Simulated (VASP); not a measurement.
# C (P1) in VASP: a series of runs

The runs below take C through single point, with PBE+D3(BJ).

Everything below comes from runs of VASP 6.6.1. Logs are shortened: lines on timing, memory, paths and dates and some standing lists are left out, and cuts for length are marked.

**1. The cell of the first run**

The typed cell holds 16 atoms: a = 5.049 Å, b = 5.049 Å, c = 5.049 Å, α = 60.00°, β = 60.00°, γ = 60.00°.

**2. Single point, PBE+D3(BJ)**

Input file INCAR:

```
ALGO = Normal ; EDIFF = 1E-6
ENCUT = 520 ; GGA = PE
ISIF = 2 ; ISMEAR = -1
IVDW = 12 ; LASPH = True
LCHARG = True ; LELF = True
LREAL = Auto ; LVHAR = True
LWAVE = False ; NBANDS = 46
NELM = 80 ; PREC = Accurate
SIGMA = 0.24
```

Input file KPOINTS:

```
k-points
0
Gamma
  4 4 4
```

Input file POSCAR:

```
C
1.0
    0.0000000000      3.5700000000      3.5700000000
    3.5700000000      0.0000000000      3.5700000000
    3.5700000000      3.5700000000      0.0000000000
C
16
Direct
    0.0028151261      0.0271848739     -0.0403781513
    0.1551680672      0.1615266106      0.0466526611
    0.0110364146     -0.0101400560      0.4649579832
    0.1394537815      0.1516666667      0.5824789916
    0.0128571429      0.5282352941     -0.0425770308
    0.1438515406      0.6355882353      0.0724509804
    0.0095098039      0.5199299720      0.4083053221
    0.1276190476      0.6390196078      0.5791316527
    0.5073669468      0.0416526611     -0.0689355742
    0.5929971989      0.2016526611      0.0555182073
    0.5204761905      0.0422128852      0.4179831933
    0.6539635854      0.1827030812      0.5358403361
    0.4913725490      0.5751540616     -0.0856022409
    0.6018487395      0.6746498599      0.0830532213
    0.4783333333      0.5879971989      0.4427871148
    0.6283333333      0.6827871148      0.5551680672
```

Potentials or basis: VASP PAW PBE potentials, release 64 (C).

Command:

```bash
$ cat potpaw_PBE.64/C/POTCAR > POTCAR
$ mpirun -np 1 vasp_std > vasp.out
```

OUTCAR:

```text
EDIFF = 1E-6
   ENCUT = 520
   GGA = PE
   ISIF = 2
   ISMEAR = -1
   IVDW = 12
   LASPH = True
   LREAL = Auto
   NELM = 80
   PREC = Accurate
 IVDW          = 12

 ion  position               nearest neighbor table
   1  0.003  0.027  0.960-   2 1.55   4 1.56   6 1.62  10 1.70
   2  0.155  0.162  0.047-   9 1.45   5 1.52   1 1.55   3 1.73
   3  0.011  0.990  0.465-   8 1.45  12 1.51   4 1.68   2 1.73
   4  0.139  0.152  0.582-   7 1.54   1 1.56  11 1.58   3 1.68
   5  0.013  0.528  0.957-   6 1.46   2 1.52   8 1.56  14 1.70
   6  0.144  0.636  0.072-   7 1.39  13 1.45   5 1.46   1 1.62
[... 8 lines left out ...]
  15  0.478  0.588  0.443-   8 1.48  16 1.48  14 1.49  12 1.68
  16  0.628  0.683  0.555-  15 1.48  13 1.48  11 1.48   7 1.59

  LATTYP: Found a face centered cubic cell.
 ALAT       =     7.1400000000

  Lattice vectors:

 A1 = (   0.0000000000,   3.5700000000,   3.5700000000)
 A2 = (   3.5700000000,   0.0000000000,   3.5700000000)
 A3 = (   3.5700000000,   3.5700000000,   0.0000000000)

Analysis of symmetry for initial positions (statically):
=====================================================================
 Subroutine PRICEL returns:
 Original cell was already a primitive cell.

 Routine SETGRP: Setting up the symmetry group for a
 face centered cubic supercell.

 Subroutine GETGRP returns: Found  1 space group operations
 (whereof  1 operations were pure point group operations)
 out of a pool of 48 trial point group operations.

The static configuration has the point symmetry C_1 .

Analysis of symmetry for dynamics (positions and initial velocities):
=====================================================================
 Subroutine PRICEL returns:
 Original cell was already a primitive cell.

 Routine SETGRP: Setting up the symmetry group for a
 face centered cubic supercell.

 Subroutine GETGRP returns: Found  1 space group operations
 (whereof  1 operations were pure point group operations)
 out of a pool of 48 trial point group operations.

The dynamic configuration has the point symmetry C_1 .

 Subroutine INISYM returns: Found  1 space group operations
 (whereof  1 operations are pure point group operations),
 and found     1 'primitive' translations

----------------------------------------------------------------------------------------

                                     Primitive cell

  volume of cell :      90.9986

  direct lattice vectors                    reciprocal lattice vectors
     0.000000000  3.570000000  3.570000000    -0.140056022  0.140056022  0.140056022
     3.570000000  0.000000000  3.570000000     0.140056022 -0.140056022  0.140056022
     3.570000000  3.570000000  0.000000000     0.140056022  0.140056022 -0.140056022

  length of vectors
     5.048742418  5.048742418  5.048742418     0.242584147  0.242584147  0.242584147

  position of ions in fractional coordinates (direct lattice)
     0.002815126  0.027184874  0.959621849
     0.155168067  0.161526611  0.046652661
     0.011036415  0.989859944  0.464957983
     0.139453782  0.151666667  0.582478992
     0.012857143  0.528235294  0.957422969
     0.143851541  0.635588235  0.072450980
[... 8 lines left out ...]
     0.478333333  0.587997199  0.442787115
     0.628333333  0.682787115  0.555168067

  ion indices of the primitive-cell ions
   primitive index   ion index
                 1           1
                 2           2
                 3           3
                 4           4
                 5           5
                 6           6
[... 8 lines left out ...]
                15          15
                16          16

----------------------------------------------------------------------------------------

 KPOINTS: k-points

Automatic generation of k-mesh.
 Grid dimensions read from file:
 generate k-points for:    4    4    4

 Generating k-lattice:

  Cartesian coordinates                     Fractional coordinates (reciprocal lattice)
    -0.035014006  0.035014006  0.035014006     0.250000000  0.000000000  0.000000000
     0.035014006 -0.035014006  0.035014006     0.000000000  0.250000000  0.000000000
     0.035014006  0.035014006 -0.035014006     0.000000000  0.000000000  0.250000000

  Length of vectors
     0.060646037  0.060646037  0.060646037

  Shift w.r.t. Gamma in fractional coordinates (k-lattice)
     0.000000000  0.000000000  0.000000000

 Subroutine IBZKPT returns following result:
 ===========================================

 Found     36 irreducible k-points:

 Following reciprocal coordinates:
            Coordinates               Weight
  0.000000  0.000000  0.000000      1.000000
  0.250000  0.000000  0.000000      2.000000
  0.000000  0.250000  0.000000      2.000000
  0.000000  0.000000  0.250000      2.000000
  0.250000  0.250000  0.250000      2.000000
  0.500000  0.000000  0.000000      1.000000
[... 16 lines left out ...]
  0.250000  0.500000  0.500000      2.000000
  0.500000  0.000000  0.250000      2.000000
 [... further k-points ...]
   k-points           NKPTS =     36   k-points in BZ     NKDIM =     36   number of bands    NBANDS=     46
   number of dos      NEDOS =    301   number of ions     NIONS =     16
   total plane-waves  NPLWV =  64000
   dimension x,y,z NGX =    40 NGY =   40 NGZ =   40
   dimension x,y,z NGXF=    80 NGYF=   80 NGZF=   80
   ions per type =              16
   NGX,Y,Z   is equivalent  to a cutoff of  13.17, 13.17, 13.17 a.u.
   NGXF,Y,Z  is equivalent  to a cutoff of  26.34, 26.34, 26.34 a.u.
 SYSTEM =  unknown system
   PREC   = accura    normal or accurate (medium, high low for compatibility)
   ISTART =      0    job   : 0-new  1-cont  2-samecut
   ICHARG =      2    charge: 1-file 2-atom 10-const
   ISPIN  =      1    spin polarized calculation?
   LNONCOLLINEAR =      F non collinear calculations
   LSORBIT =      F    spin-orbit coupling
   LASPH  =      T    aspherical Exc in radial PAW
   ENCUT  =  520.0 eV  38.22 Ry    6.18 a.u.   9.39  9.39  9.39*2*pi/ulx,y,z
   NELM   =     80;   NELMIN=  2; NELMDL= -5     # of ELM steps
   EDIFF  = 0.1E-05   stopping-criterion for ELM
   LREAL  =      T    real-space projection
   EDIFFG = 0.1E-04   stopping-criterion for IOM
   NSW    =      0    number of steps for IOM
   IBRION =     -1    ionic relax: 0-MD 1-quasi-New 2-CG
   NFREE  =      0    steps in history (QN), initial steepest desc. (CG)
   ISIF   =      2    stress and relaxation
   ISYM   =      2    0-nonsym 1-usesym 2-fastsym
   POTIM  = 0.5000    time-step for ionic-motion
   TEBEG  =    0.0;   TEEND  =   0.0 temperature during run
   PSTRESS=    0.0 pullay stress
   NELECT =      64.0000    total number of electrons
   NUPDOWN=      -1.0000    fix difference up-down
   EMIN   =  10.00;   EMAX   =-10.00  energy-range for DOS
   EFERMI =   0.00;   METHOD = LEGACY
   ISMEAR =    -1;   SIGMA  =   0.24  broadening in eV -4-tet -1-fermi 0-gaus
   EFERMI_NEDOS =   21; number of points for ismear=-14 and -15
   IALGO  =     38    algorithm
   IMIX   =      4    mixing-type and parameters
     AMIX     =   0.40;   BMIX     =  1.00
     AMIX_MAG =   1.60;   BMIX_MAG =  1.00
  volume/ion in A,a.u.               =       5.69        38.38
  Fermi-wavevector in a.u.,A,eV,Ry     =   1.455872  2.751200 28.838420  2.119564
  Thomas-Fermi vector in A             =   2.572856
   LORBIT       =      0    0 simple, 1 ext, 2 COOP (PROOUT), +10 PAW based schemes
   GGA     = PE    functional components
   LHFCALC =     F    Hartree Fock is set to
   AEXX    =    0.0000 exact exchange contribution
   IVDW    =    12    specifies the selected vdW correction
   LEPSILON=     F    determine dielectric tensor
   LRPA    =     F    only Hartree local field effects (RPA)
 non-spin polarized calculation
  energy-cutoff  :      520.00
  volume of cell :       91.00
 maximum number of plane-waves:      2468
 NGX is ok and might be reduce to    40
   NGX = 19   NGY = 19   NGZ = 19

 number of electron      64.0000001 magnetization

 Free energy of the ion-electron system (eV)
  ---------------------------------------------------
  ext. energy  EPLUGINS =         0.00000000
  ---------------------------------------------------
  free energy    TOTEN  =      -140.06836463 eV

  energy without entropy =     -140.06650027  energy(sigma->0) =     -140.06743245

 E-fermi :  11.5380     XC(G=0): -13.2553

 val. band max:       10.4170360695   @ k =   0.0000   0.0000   0.0000
 cond. band min:      12.8414462142   @ k =   0.0000   0.0000   0.0000
 fundamental gap:      2.4244101446
 Fermi energy:        11.5379989622

 k-point     1 :       0.0000    0.0000    0.0000
  band No.  band energies     occupation
      1     -11.9466      2.00000
      2      -6.6991      2.00000
      3      -6.3934      2.00000
      4      -6.2413      2.00000
      5      -5.8243      2.00000
      6      -4.5037      2.00000
[... 36 lines left out ...]
     43      17.0910      0.00000
     44      17.3229      0.00000

 k-point     2 :       0.2500    0.0000    0.0000
  band No.  band energies     occupation
      1     -11.5397      2.00000
      2      -8.2118      2.00000
      3      -6.7786      2.00000
      4      -6.2545      2.00000
      5      -5.9189      2.00000
      6      -5.0460      2.00000
[... 36 lines left out ...]
     43      17.4108      0.00000
     44      17.6430      0.00000

 k-point     3 :       0.0000    0.2500    0.0000
  band No.  band energies     occupation
      1     -11.5421      2.00000
      2      -8.1626      2.00000
      3      -6.6253      2.00000
      4      -6.3448      2.00000
      5      -6.1486      2.00000
      6      -5.1653      2.00000
[... 976 lines left out ...]
     43      18.3948      0.00000
     44      18.8104      0.00000

 k-point    24 :       0.5000    0.0000    0.2500
  band No.  band energies     occupation
      1     -10.5357      2.00000
      2      -9.1604      2.00000
      3      -8.2880      2.00000
      4      -7.0449      2.00000
      5      -6.7210      2.00000
      6      -5.2100      2.00000
[... 36 lines left out ...]
     43      18.3660      0.00000
     44      18.8580      0.00000

 [... further k-points ...]

 [bands above 44 left out]

------------------------ aborting loop because EDIFF is reached ----------------------------------------

 Edisp (eV)   -3.05163

 E8    (eV) :    -0.8786

  FORCE on cell =-STRESS in cart. coord.  units (eV):
  Direction    XX          YY          ZZ          XY          YZ          ZX
  --------------------------------------------------------------------------------------
  -------------------------------------------------------------------------------------
  Total       2.70281     3.11678     2.37801     0.62379     0.65903    -1.85378
  in kB      47.58736    54.87598    41.86874    10.98288    11.60327   -32.63876
  external pressure =       48.11 kB  Pullay stress =        0.00 kB

 VOLUME and BASIS-vectors are now :
 -----------------------------------------------------------------------------
  energy-cutoff  :      520.00
  volume of cell :       91.00
      direct lattice vectors                 reciprocal lattice vectors
     0.000000000  3.570000000  3.570000000    -0.140056022  0.140056022  0.140056022
     3.570000000  0.000000000  3.570000000     0.140056022 -0.140056022  0.140056022
     3.570000000  3.570000000  0.000000000     0.140056022  0.140056022 -0.140056022

 POSITION                                       TOTAL-FORCE (eV/Angst)
 -----------------------------------------------------------------------------------
      3.52290      3.43590      0.10710        -0.171510     -2.619864      2.220789
      0.74320      0.72050      1.13060         2.246749      0.072545     -5.313563
      5.19370      1.69930      3.57320         3.008374     -2.861835      6.174309
      2.62090      2.57730      1.03930        -2.676282     -1.942254     -2.080788
      5.30380      3.46390      1.93170        -2.319287     -3.482583     -2.576098
      2.52770      0.77220      2.78260         2.153787     -5.669692      3.181077
[... 8 lines left out ...]
      3.67990      3.28840      3.80680        -6.347372      2.295659     -2.945113
      4.41950      4.22510      4.68070        -1.668307     -0.781557      0.860606
 -----------------------------------------------------------------------------------
    total drift:                                0.001555      0.009451     -0.001105

  FREE ENERGIE OF THE ION-ELECTRON SYSTEM (eV)
  ---------------------------------------------------
  free  energy   TOTEN  =      -143.1199966338 eV

  energy  without entropy=     -143.1181322674  energy(sigma->0) =     -143.11906445
```

Wall time 2.5 min (1 thread of Intel Xeon 6975P-C (Granite Rapids), shared host); peak memory 0.29 GiB.

Results:

* Free energy: -143.1200 eV
* Pressure: 4.8 GPa
* Largest force: 9.410 eV/Å
* Band gap on the k mesh: 2.42 eV
* Dispersion energy per atom: -0.191 eV

Forces in eV/Å, atoms in the order of the input:
```
C   -0.172 -2.620  2.221
C    2.247  0.073 -5.314
C    3.008 -2.862  6.174
C   -2.676 -1.942 -2.081
C   -2.319 -3.483 -2.576
C    2.154 -5.670  3.181
C    6.127  6.811 -2.147
C    1.092 -1.122  0.076
C   -0.001 -0.817  2.298
C   -4.315  4.691  1.314
C    4.853 -0.826  0.894
C    0.524  0.550 -4.188
C   -0.363  5.487 -1.635
C   -2.143  0.215  3.865
C   -6.347  2.296 -2.945
C   -1.668 -0.782  0.861
```

Stress tensor (GPa, compression positive):
```
 4.76  1.10 -3.26
 1.10  5.49  1.16
-3.26  1.16  4.19
```

Levels at points of the mesh, in eV from the valence-band top:
```
           k point  band 30  band 31  band 32  band 33  band 34  band 35
(0.00, 0.00, 0.00)    -0.69    -0.57     0.00     2.42     3.08     3.15
(0.50, 0.00, 0.00)    -2.51    -1.94    -1.35     3.80     4.40     4.47
(0.00, 0.50, 0.00)    -2.57    -1.75    -1.22     3.82     4.37     4.66
(0.00, 0.00, 0.50)    -2.63    -2.02    -1.61     3.64     4.07     4.71
(0.50, 0.50, 0.50)    -2.46    -1.80    -1.57     3.66     4.21     4.28
(0.50, 0.50, 0.00)    -3.51    -3.12    -2.67     2.88     3.34     5.57
(0.00, 0.50, 0.50)    -3.30    -3.05    -2.77     3.25     3.49     5.91
(0.50, 0.00, 0.50)    -3.15    -2.85    -2.69     3.15     3.45     6.01
```

Caveat: the cell stands under pressure; forces of over 1 eV/Å act on the atoms, so gaps and moduli don't describe the material at rest.

**3. Single point, PBE+D3(BJ)**

Input file INCAR:

```
PREC = Accurate
ENCUT = 520
EDIFF = 1E-7
ISMEAR = -1
SIGMA = 0.24
LREAL = Auto
LASPH = True
NELM = 100
ALGO = Normal
ISIF = 2
LWAVE = False
LCHARG = True
GGA = PE
IVDW = 12
LELF = True
LVHAR = True
NBANDS = 46
```

Input file KPOINTS:

```
Automatic mesh
0
Gamma
  4 4 4
```

Input file POSCAR:

```
C
1.0
    0.0000000000      3.5700000000      3.5700000000
    3.5700000000      0.0000000000      3.5700000000
    3.5700000000      3.5700000000      0.0000000000
C
16
Direct
    0.0202240896      0.1224649860     -0.0777030812
    0.1565686275      0.2447759104      0.0305462185
    0.0542577031      0.0903921569      0.4212324930
    0.1912885154      0.2365546218      0.5103081232
    0.0096218487      0.6263165266     -0.0984453782
    0.1614705882      0.7644677871      0.0305182073
    0.0202661064      0.6182773109      0.4175770308
    0.1565686275      0.7478291317      0.5336274510
    0.5374649860      0.1029831933     -0.0969607843
    0.6582352941      0.2292156863      0.0407843137
    0.5547338936      0.0841456583      0.3992997199
    0.6644677871      0.2235434174      0.5254201681
    0.5459383754      0.6215126050     -0.1125210084
    0.6489635854      0.7398599440      0.0055742297
    0.5108823529      0.6117507003      0.4067366947
    0.6597058824      0.7380812325      0.5138515406
```

Potentials or basis: VASP PAW PBE potentials, release 64 (C).

Command:

```bash
$ cat potpaw_PBE.64/C/POTCAR > POTCAR
$ mpirun -np 1 vasp_std > vasp.out
```

Run time: 2.8 min. Hardware: 1 thread of Intel Xeon 6975P-C (Granite Rapids), shared host; peak memory 0.29 GiB.

It converged, with:

| Item | Value |
| --- | --- |
| Free energy | -145.4032 eV |
| Pressure | 3.4 GPa |
| Largest force | 6.830 eV/Å |
| Band gap on the k mesh | 2.72 eV |
| Dispersion energy per atom | -0.191 eV |

Forces on the atoms (eV/Å):
```
C   -2.936  0.319  2.496
C    0.366  0.472 -0.253
C    2.477 -5.560  3.100
C    3.364 -0.906 -4.195
C   -0.064  4.481  2.041
C   -2.165 -0.796 -3.878
C   -4.068  0.364  3.023
C   -1.650  0.441 -3.884
C    1.189 -1.979  0.790
C   -1.867 -2.356  1.664
C    4.345 -1.926  2.356
C    1.565  1.128  1.044
C   -0.327 -2.380 -5.060
C    3.858  4.243  1.286
C   -2.961  2.442  2.242
C   -1.128  2.013 -2.773
```

Stress tensor (GPa, compression positive):
```
 2.77 -1.11  2.57
-1.11  3.11 -0.46
 2.57 -0.46  4.23
```

Levels at points of the mesh, in eV from the valence-band top:
| k point | band 30 | band 31 | band 32 | band 33 | band 34 | band 35 |
| --- | --- | --- | --- | --- | --- | --- |
| (0.00, 0.00, 0.00) | -1.26 | -0.81 | 0.00 | 2.72 | 2.97 | 3.47 |
| (0.50, 0.00, 0.00) | -2.65 | -2.31 | -1.37 | 4.44 | 4.63 | 4.75 |
| (0.00, 0.50, 0.00) | -2.53 | -2.14 | -1.72 | 4.24 | 4.41 | 4.69 |
| (0.00, 0.00, 0.50) | -2.57 | -2.42 | -2.21 | 4.10 | 4.48 | 4.54 |
| (0.50, 0.50, 0.50) | -2.63 | -2.12 | -1.88 | 4.18 | 4.36 | 4.77 |
| (0.50, 0.50, 0.00) | -3.60 | -3.19 | -2.95 | 3.36 | 3.47 | 6.02 |
| (0.00, 0.50, 0.50) | -3.72 | -3.48 | -2.99 | 3.20 | 3.45 | 6.28 |
| (0.50, 0.00, 0.50) | -3.44 | -3.35 | -3.16 | 3.21 | 3.56 | 6.00 |

Caveat: the cell stands under pressure; the atoms stand as in a frame of molecular dynamics; forces of over 1 eV/Å act on the atoms, so gaps and moduli don't describe the material at rest. A k mesh can miss the band edges.

**4. Single point, PBE+D3(BJ)**

Input file INCAR:

```
SYSTEM = C
  PREC = Accurate
  ENCUT = 520
  EDIFF = 1E-6
  ISMEAR = -1
  SIGMA = 0.24
  LREAL = Auto
  LASPH = .TRUE.
  NELM = 80
  ALGO = Normal
  ISIF = 2
  LWAVE = .FALSE.
  LCHARG = .FALSE.
  GGA = PE
  IVDW = 12
  NBANDS = 46
```

Input file KPOINTS:

```
regular mesh
0
G
  4 4 4
  0 0 0
```

Input file POSCAR:

```
C
1.0
    0.0000000000      3.5700000000      3.5700000000
    3.5700000000      0.0000000000      3.5700000000
    3.5700000000      3.5700000000      0.0000000000
C
16
Direct
    0.0381232493      0.0908403361     -0.0858263305
    0.1499019608      0.2211624650      0.0623949580
    0.0140196078      0.0860084034      0.4364005602
    0.1576190476      0.1874229692      0.5585154062
    0.0303361345      0.5840056022     -0.0596358543
    0.1688655462      0.6950000000      0.0626750700
    0.0180392157      0.5562464986      0.4514005602
    0.1516526611      0.7078431373      0.5617647059
    0.5251680672      0.1167366947     -0.0671848739
    0.6667086835      0.2058683473      0.0607422969
    0.5439915966      0.0835714286      0.4166526611
    0.6310784314      0.2301540616      0.5484173669
    0.5263165266      0.5874649860     -0.0817787115
    0.6515826331      0.7322549020      0.0366246499
    0.5225490196      0.5879271709      0.4176190476
    0.6526050420      0.6985154062      0.5575910364
```

Command:

```bash
$ cat potpaw_PBE.64/C/POTCAR > POTCAR
$ mpirun -np 1 vasp_std > vasp.out
```

It took 2.5 min on 1 thread of Intel Xeon 6975P-C (Granite Rapids), shared host; peak memory 0.29 GiB.

The run converged, but its numbers aren't listed here, since they failed a check.

Caveat: the atoms stand as in a frame of molecular dynamics; forces of over 1 eV/Å act on the atoms, so gaps and moduli don't describe the material at rest.
